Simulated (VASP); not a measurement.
Input of a VASP 6.6.1 run:

Contents of INCAR:

```
ALGO     = Normal         # electronic algorithm
EDIFF    = 1E-8           # SCF threshold, eV
ENCUT    = 400            # plane-wave cutoff, eV
GGA      = PE             # functional
GGA_COMPAT= F            
ISIF     = 2              # what is computed and relaxed
ISMEAR   = -1             # smearing method
LASPH    = T              # aspherical terms in the spheres
LCHARG   = F              # write CHGCAR
LEFG     = T            
LREAL    = F              # projectors in reciprocal space
LWAVE    = F              # write WAVECAR
NBANDS   = 10             # bands
NELM     = 120            # most SCF steps
PREC     = Accurate       # precision mode
SIGMA    = 0.05           # smearing width, eV
```

File KPOINTS:

```
k-points
0
Gamma
  12 12 12
```

The input POSCAR:

```
Na
1.0
   -2.0746412990      2.0746412990      2.0746412990
    2.0746412990     -2.0746412990      2.0746412990
    2.0746412990      2.0746412990     -2.0746412990
Na
1
Direct
    0.0000000000      0.0000000000      0.0000000000
```

Potentials or basis: VASP PAW PBE potentials, release 64 (Na_pv).

Run with:

```console
$ cat potpaw_PBE.64/Na_pv/POTCAR > POTCAR
$ mpirun -np 1 vasp_std > vasp.out
```

(1) What does it give for the pressure?

Results:

(1) 0.1 GPa.

Caveat: without QUAD_EFG the Cq values of the log hold for a quadrupole moment of 1 mb, not for the nuclei.
